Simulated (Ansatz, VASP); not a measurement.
Li3Pt: VASP beside Ansatz

```
Li Pt
1.0
    -1.96428    1.96428    3.64030
     1.96428   -1.96428    3.64030
     1.96428    1.96428   -3.64030
Li Pt
3 1
Direct
  0.74648 0.23091 0.48406
  0.26197 0.77936 0.54514
  0.52011 0.50722 0.01472
  0.00489 0.98473 0.98521
```

Alike in both runs: task single point; functional LDA; k mesh 5 × 5 × 6; occupations fermi-dirac, width 0.1 eV; no spin polarisation.

|  | VASP | Ansatz |
| --- | --- | --- |
| version | VASP 6.6.1 | Ansatz 0.2.0 |
| potentials or method | VASP PAW LDA potentials, release 64 (Li_sv, Pt), cutoff 520 eV | plane waves, PAW |
| valence electrons in the cell | 19 | 27 |

```csv
,VASP,Ansatz,Ansatz less VASP
rms of the force components (eV/Å),0.224,0.222,-0.0022
```

LDA's correlation is that of Perdew and Zunger in VASP and of Perdew and Wang (1992) in Ansatz. Atom by atom the forces differ by 0.002 eV/Å (rms over components). VASP's potentials hold 19 valence electrons a cell and Ansatz's 27, so a difference there can come from the potentials and not from the codes. Ansatz's warnings: stress scf threshold loose.

The k mesh is coarse, so the values compare programs but aren't converged. Neither program's run includes spin-orbit coupling. Noted on VASP's run: the cutoff is short for stress, so the pressure is rough.
